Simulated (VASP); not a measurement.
Set up this calculation in VASP 6.6.1, as the native input.

```
Task                   : single point
Functional             : PBEsol
Potentials or basis    : VASP PAW PBE potentials, release 64 (Si)
Cutoff                 : 520 eV
k mesh                 : 10 × 10 × 10
Occupations            : gaussian, width 0.03 eV
Spin                   : no spin polarisation
Dipole correction      : no
Further INCAR settings : ALGO = Normal; EDIFF = 1e-06; NBANDS = 16
```

The structure of Si lies in POSCAR:

```
Si
1.0
   -3.1560784810      3.1560784810      1.9186812134
    3.1560784810     -3.1560784810      1.9186812134
    3.1560784810      3.1560784810     -1.9186812134
Si
4
Direct
    0.1787304307      0.1787304307      0.3574608614
    0.8212695693      0.8212695693      0.6425391386
    0.1787304307      0.8212695693      0.0000000000
    0.8212695693      0.1787304307      0.0000000000
```

One way to write it, as run:

INCAR

```
PREC = Accurate
ENCUT = 520
EDIFF = 1E-6
ISMEAR = 0
SIGMA = 0.03
LREAL = False
LASPH = True
NELM = 60
ALGO = Normal
ISIF = 2
LWAVE = False
LCHARG = False
GGA = PS
NBANDS = 16
```

KPOINTS

```
regular mesh
0
Gamma
  10 10 10
```

Potentials or basis: VASP PAW PBE potentials, release 64 (Si).

Run with:

```bash
$ cat potpaw_PBE.64/Si/POTCAR > POTCAR
$ mpirun -np 1 vasp_std > vasp.out
```

Results of the run:

```
Pressure               : 11.1 GPa
Largest force          : 1.082 eV/Å
Band gap on the k mesh : zero (bands 8 and 9 overlap by 0.26 eV)
```

Caveat: the stress differs along the axes, from 4 to 15 GPa; semilocal functionals underestimate gaps, and a narrow one can read as zero; the PAW data sets were made with another functional, which shifts forces and pressure a little.

It took 80 s on 1 thread of AMD EPYC 9R45 96-Core Processor (Zen 5), on a shared host, peak memory 0.21 GiB.
